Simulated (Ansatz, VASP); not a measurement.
Al: VASP beside Ansatz

Contents of INCAR:

```
ALGO = Normal
EDIFF = 1E-8
ENCUT = 520
ISIF = 2
ISMEAR = -1
LASPH = True
LCHARG = False
LEFG = True
LREAL = False
LWAVE = False
NBANDS = 8
NELM = 80
PREC = Accurate
SIGMA = 0.03
```

KPOINTS

```
k-points
0
Gamma
  17 17 17
```

The input POSCAR:

```
Al
1.0
   -0.0202398000      2.0138601000      2.0138601000
    2.0138601000     -0.0202398000      2.0138601000
    2.0138601000      2.0138601000     -0.0202398000
Al
1
Direct
    0.0000000000      0.0000000000      0.0000000000
```

Input for Ansatz:

```yaml
crystal:
  lattice:
    - [-0.0202398, 2.0138601, 2.0138601]
    - [2.0138601, -0.0202398, 2.0138601]
    - [2.0138601, 2.0138601, -0.0202398]
  atoms:
    - { symbol: Al, position: [0.0, 0.0, 0.0] }
kpoints:
  mp_grid: { grid: [17, 17, 17] }
scf:
  occupations: { method: fermi_dirac, width: 0.03 }
hamiltonian:
  xc: lda
  pseudopotentials: { kind: all_electron, datasets: crystal }
output:
  forces: true
  stress: true
  eigenvalues: true
  efg: { contact_densities: true }
```

Change from the starting cell: equal xy, yz and zx shear strains of -1 %, crystal datasets.

Alike in both runs: task electric field gradients; functional LDA; k mesh 17 × 17 × 17; occupations fermi-dirac, width 0.03 eV; no spin polarisation.

|  | VASP | Ansatz |
| --- | --- | --- |
| version | VASP 6.6.1 | Ansatz 0.2.0 |
| potentials or method | VASP PAW LDA potentials, release 64 (Al), cutoff 520 eV | all-electron PAW with datasets made for the crystal, scalar-relativistic |

|  | VASP | Ansatz | Ansatz less VASP |
| --- | --- | --- | --- |
| pressure (GPa) | -3.6 | -3.6 | -0.03 |
| traceless stress, the component that is largest in VASP (GPa) | 0.29 | 0.29 | -0.001 |
| size of Vzz on the site where it differs most (V/Å²) | 1.8 | 1.6 | -0.11 |

LDA's correlation is that of Perdew and Zunger in VASP and of Perdew and Wang (1992) in Ansatz. Ansatz ran all-electron here, and VASP with PAW potentials.
